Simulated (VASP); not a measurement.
A run of VASP 6.6.1 is set up as follows.

The input INCAR:

```
SYSTEM = B3O4
  PREC = Accurate
  ENCUT = 520
  EDIFF = 1E-6
  ISMEAR = 0
  SIGMA = 0.1
  LREAL = .FALSE.
  LASPH = .TRUE.
  NELM = 100
  ALGO = Normal
  ISIF = 2
  LWAVE = .FALSE.
  LCHARG = .FALSE.
  GGA = PE
  NBANDS = 46
```

File KPOINTS:

```
Automatic mesh
0
G
  10 10 10
  0 0 0
```

Contents of POSCAR:

```
B3O4
1.0
   -2.8537258286      2.8537258286      2.8537258286
    2.8537258286     -2.8537258286      2.8537258286
    2.8537258286      2.8537258286     -2.8537258286
B O
6 8
Direct
    0.6250000000      0.7500000000      0.3750000000
    0.7500000000      0.3750000000      0.6250000000
    0.2500000000      0.1250000000      0.8750000000
    0.3750000000      0.6250000000      0.7500000000
    0.1250000000      0.8750000000      0.2500000000
    0.8750000000      0.2500000000      0.1250000000
    0.5000000000      0.0000000000      0.9297650956
    0.4297650956      0.5000000000      0.0000000000
    0.0000000000      0.4297650956      0.5000000000
    0.0702349044      0.0702349044      0.0702349044
    0.0000000000      0.9297650956      0.5000000000
    0.5702349044      0.5702349044      0.5702349044
    0.9297650956      0.5000000000      0.0000000000
    0.5000000000      0.0000000000      0.4297650956
```

Potentials or basis: VASP PAW PBE potentials, release 64 (B, O).

Launch:

```console
$ cat potpaw_PBE.64/B/POTCAR potpaw_PBE.64/O/POTCAR > POTCAR
$ mpirun -np 1 vasp_std > vasp.out
```

Predict the band gap on the k mesh.

zero (band 33 reaches 13.56 eV, above the bottom of band 34 at 11.83 eV).

Predict the pressure.

0.2 GPa.
